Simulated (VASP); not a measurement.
A run of VASP 6.6.1:

File POSCAR:

```
Al
1.0
    0.0000000000      2.0073810000      2.0073810000
    2.0073810000      0.0000000000      2.0073810000
    2.0073810000      2.0073810000      0.0000000000
Al
1
Direct
    0.0000000000      0.0000000000      0.0000000000
```

The input INCAR.step1:

```
SYSTEM = Al
ALGO = Normal
EDIFF = 1E-4
ENCUT = 520
GGA = PE
ISMEAR = -1
LASPH = .TRUE.
LCHARG = .FALSE.
LREAL = .FALSE.
LWAVE = .TRUE.
NBANDS = 8
NELM = 80
PREC = Accurate
SIGMA = 0.05
```

The input INCAR.step2:

```
SYSTEM = Al
ALGO = Normal
EDIFF = 1E-6
ENCUT = 520
ISIF = 2
ISMEAR = -1
ISTART = 1
LASPH = .TRUE.
LCHARG = .TRUE.
LELF = .TRUE.
LMIXTAU = .TRUE.
LREAL = .FALSE.
LVHAR = .TRUE.
LWAVE = .FALSE.
METAGGA = R2SCAN
NBANDS = 8
NELM = 80
PREC = Accurate
SIGMA = 0.05
```

File KPOINTS:

```
k-points
0
G
  13 13 13
  0 0 0
```

Potentials or basis: VASP PAW PBE potentials, release 64 (Al).

Launch:

```bash
$ cat potpaw_PBE.64/Al/POTCAR > POTCAR
$ cp INCAR.step1 INCAR
$ mpirun -np 1 vasp_std > vasp.out
$ cp INCAR.step2 INCAR
$ mpirun -np 1 vasp_std > vasp.out
```

Hardware: 1 thread of Intel(R) Xeon(R) Platinum 8488C (Sapphire Rapids), on a shared host.

Task: How long does it take, and how much memory?

Result: Wall time 21 s on 1 thread of Intel(R) Xeon(R) Platinum 8488C (Sapphire Rapids), on a shared host, peak memory 0.13 GiB. Counts: k points 84.
